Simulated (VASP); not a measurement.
A run of VASP 6.6.1:

Contents of INCAR:

```
ALGO = Normal
DIPOL = 0.5 0.5 0.346
EDIFF = 1E-7
ENCUT = 520
GGA = PS
IDIPOL = 3
ISIF = 2
ISMEAR = 0
LASPH = T
LCHARG = F
LDIPOL = T
LREAL = F
LWAVE = F
NBANDS = 15
NELM = 80
PREC = Accurate
SIGMA = 0.1
```

KPOINTS

```
k-points
0
Gamma
  9 9 1
```

The input POSCAR:

```
Al3N
1.0
    2.8394270062      0.0000000000      0.0000000000
    0.0000000000      2.8394270062      0.0000000000
    0.0000000000      0.0000000000     19.6413451746
Al N
3 1
Direct
    0.5000000000      0.5000000000      0.2036520393
    0.0000000000      0.0000000000      0.3090064780
    0.5000000000      0.5000000000      0.4145003869
    0.6666666667      1.0000000000      0.4576462358
```

Potentials or basis: VASP PAW PBE potentials, release 64 (Al, N).

Launch:

```bash
$ cat potpaw_PBE.64/Al/POTCAR potpaw_PBE.64/N/POTCAR > POTCAR
$ mpirun -np 1 vasp_std > vasp.out
```

Hardware: 1 thread of Intel(R) Xeon(R) Platinum 8488C (Sapphire Rapids), with other jobs on the host.

How long does it take, and how much memory?

Wall time 83 s on 1 thread of Intel(R) Xeon(R) Platinum 8488C (Sapphire Rapids), with other jobs on the host, peak memory 0.29 GiB. Counts: scf iterations 27, k points 25.
